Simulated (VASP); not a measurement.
Wanted: the native input for a VASP 6.6.1 run.

* Task: single point
* Functional: PBE
* Potentials or basis: VASP PAW PBE potentials, release 64 (Na_pv, Cd, C, Au, N)
* Cutoff: 520 eV
* k mesh: 4 × 4 × 4
* Occupations: gaussian, width 0.1 eV
* Spin: no spin polarisation
* Dipole correction: no
* Further INCAR settings: LREAL = Auto; ALGO = Normal; EDIFF = 1e-06; NBANDS = 60

The structure of Na2CdAuC6N6 lies in POSCAR:

```
Na2CdAuC6N6
1.0
    0.0000000000      5.1785000000      5.1785000000
    5.1785000000      0.0000000000      5.1785000000
    5.1785000000      5.1785000000      0.0000000000
Na Cd C Au N
2 1 6 1 6
Direct
    0.2500000000      0.2500000000      0.2500000000
    0.7500000000      0.7500000000      0.7500000000
    0.0000000000      0.0000000000      0.0000000000
    0.8067973400      0.1932026600      0.1932026600
    0.1932026600      0.8067973400      0.1932026600
    0.1932026600      0.1932026600      0.8067973400
    0.1932026600      0.8067973400      0.8067973400
    0.8067973400      0.1932026600      0.8067973400
    0.8067973400      0.8067973400      0.1932026600
    0.5000000000      0.5000000000      0.5000000000
    0.6938302600      0.3061697400      0.3061697400
    0.3061697400      0.6938302600      0.3061697400
    0.3061697400      0.3061697400      0.6938302600
    0.3061697400      0.6938302600      0.6938302600
    0.6938302600      0.3061697400      0.6938302600
    0.6938302600      0.6938302600      0.3061697400
```

The input as run:

INCAR

```
PREC     = Accurate       # precision mode
ENCUT    = 520            # plane-wave cutoff, eV
EDIFF    = 1E-6           # SCF threshold, eV
ISMEAR   = 0              # smearing method
SIGMA    = 0.1            # smearing width, eV
LREAL    = Auto         
LASPH    = T              # aspherical terms in the spheres
NELM     = 100            # most SCF steps
ALGO     = Normal         # electronic algorithm
ISIF     = 2              # what is computed and relaxed
LWAVE    = F              # write WAVECAR
LCHARG   = F              # write CHGCAR
GGA      = PE             # functional
NBANDS   = 60             # bands
```

KPOINTS

```
Automatic mesh
0
Gamma
  4 4 4
```

Potentials or basis: VASP PAW PBE potentials, release 64 (Na_pv, Cd, C, Au, N).

Launch:

```sh
$ cat potpaw_PBE.64/Na_pv/POTCAR potpaw_PBE.64/Cd/POTCAR potpaw_PBE.64/C/POTCAR potpaw_PBE.64/Au/POTCAR potpaw_PBE.64/N/POTCAR > POTCAR
$ mpirun -np 1 vasp_std > vasp.out
```

Results of the run:

The pressure is 25.8 GPa, the largest force is 4.426 eV/Å and the band gap on the k mesh is zero (an odd number of electrons rules out a gap without spin polarisation).

Caveat: the cell stands under pressure; spin-orbit coupling is left out, which moves the levels of the heavy elements; forces of over 1 eV/Å act on the atoms, so gaps and moduli don't describe the material at rest.

Wall time 3 min on 1 thread of Intel(R) Xeon(R) 6975P-C (Granite Rapids), on a shared host, peak memory 0.43 GiB.
